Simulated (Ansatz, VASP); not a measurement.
LiF in VASP and in Ansatz

Contents of POSCAR:

```
LiF
1.0
    0.0000000000      2.0970001956      2.0970001956
    2.0970001956      0.0000000000      2.0970001956
    2.0970001956      2.0970001956      0.0000000000
Li F
1 1
Direct
    0.0000000000      0.0000000000      0.0000000000
    0.2500000000      0.2500000000      0.2500000000
```

Contents of INCAR.step1:

```
SYSTEM = LiF
  PREC = Accurate
  ENCUT = 520
  ISMEAR = 0
  SIGMA = 0.01
  LREAL = .False.
  LASPH = .True.
  NELM = 100
  NBANDS = 12
  GGA = PE
  ALGO = Normal
  EDIFF = 1E-4
  LWAVE = .True.
  LCHARG = .False.
```

INCAR.step2

```
SYSTEM = LiF
  PREC = Accurate
  ENCUT = 520
  EDIFF = 1E-6
  ISMEAR = 0
  SIGMA = 0.01
  LREAL = .False.
  LASPH = .True.
  NELM = 100
  ALGO = Normal
  ISIF = 2
  LWAVE = .False.
  LCHARG = .True.
  METAGGA = R2SCAN
  LMIXTAU = .True.
  LELF = .True.
  LVHAR = .True.
  NBANDS = 12
  ISTART = 1
```

KPOINTS

```
regular mesh
0
Gamma
  10 10 10
  0 0 0
```

Input for Ansatz:

```yaml
crystal:
  lattice:
    - [0.0, 2.0970001956, 2.0970001956]
    - [2.0970001956, 0.0, 2.0970001956]
    - [2.0970001956, 2.0970001956, 0.0]
  atoms:
    - { symbol: Li, position: [0.0, 0.0, 0.0] }
    - { symbol: F, position: [0.25, 0.25, 0.25] }
kpoints:
  mp_grid: { grid: [10, 10, 10] }
  band_path:
    path:
      - [0.0, 0.0, 0.0]
      - [-0.5, -0.5, 0.0]
      - [-0.375, -0.375, 0.25]
      - [-0.375, 0.0, 0.375]
      - [0.0, 0.0, 0.5]
      - [-0.5, -0.25, 0.25]
    npoints: 1
hamiltonian:
  xc: r2scan
scf:
  occupations: { method: fixed }
  n_extra_bands: 4
output:
  forces: true
  stress: true
  eigenvalues: true
```

Change from the starting cell: hydrostatic strain -2.2%.

Alike in both runs: task single point; functional r2SCAN; k mesh 10 × 10 × 10; no spin polarisation.

|  | VASP | Ansatz |
| --- | --- | --- |
| version | VASP 6.6.1 | Ansatz 0.2.0 |
| potentials or method | VASP PAW PBE potentials, release 64 (Li_sv, F) | plane waves, PAW |
| plane-wave cutoff (eV) | 520 | 500 |
| occupations | gaussian, width 0.01 eV | fixed |
| valence electrons in the cell | 10 | 10 |

Ansatz gave:

```
gap on the k mesh at the Fermi level (eV) : 9.07
```

Task: Estimate VASP's values.

Result: gap on the k mesh at the Fermi level (eV): 9.10.

VASP's potentials were made for PBE, not for r2SCAN.

Noted on VASP's run: the cutoff is short for stress, so the pressure is rough.
